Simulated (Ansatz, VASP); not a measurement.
## Te2Mo in VASP and in Ansatz

```
Te Mo
1.0
     3.56355    0.00000    0.00000
    -1.78177    3.08612    0.00000
     0.00000    0.00000   13.98991
Te Mo
4 2
Direct
  0.33333 0.66667 0.62848
  0.66667 0.33333 0.12848
  0.33333 0.66667 0.87152
  0.66667 0.33333 0.37152
  0.33333 0.66667 0.25000
  0.66667 0.33333 0.75000
```

Change from the starting cell: strain +0.000 along x and y, -0.050 along z, atoms carried along.

Alike in both runs: task single point; functional r2SCAN; k mesh 12 × 12 × 2; occupations gaussian, width 0.05 eV; no spin polarisation.

|  | VASP | Ansatz |
| --- | --- | --- |
| version | VASP 6.6.1 | Ansatz 0.2.0 |
| potentials or method | VASP PAW PBE potentials, release 64 (Te, Mo_sv), cutoff 520 eV | scalar-relativistic, plane waves, PAW |
| valence electrons in the cell | 52 | 92 |

Ansatz gave:

| Item | Value |
| --- | --- |
| gap on the k mesh at the Fermi level (eV) | 0.51 |
| least direct gap on the mesh (eV) | 0.94 |
| pressure (GPa) | 6.2 |
| traceless stress, the component that is largest in VASP (GPa) | 4.46 |
| rms of the force components (eV/Å) | 0.649 |

**Question.** What did VASP give for the same quantities?

**Answer.** gap on the k mesh at the Fermi level (eV): 0.49; least direct gap on the mesh (eV): 0.94; pressure (GPa): 6.3; traceless stress, the component that is largest in VASP (GPa): 4.55; rms of the force components (eV/Å): 0.666.

VASP's potentials were made for PBE, not for r2SCAN. Atom by atom the forces differ by 0.016 eV/Å (rms over components). The functional is the same, so the differences come from potentials, cutoffs and numerics. VASP's potentials hold 52 valence electrons a cell and Ansatz's 92, so a difference there can come from the potentials and not from the codes.

Neither program's run includes spin-orbit coupling.
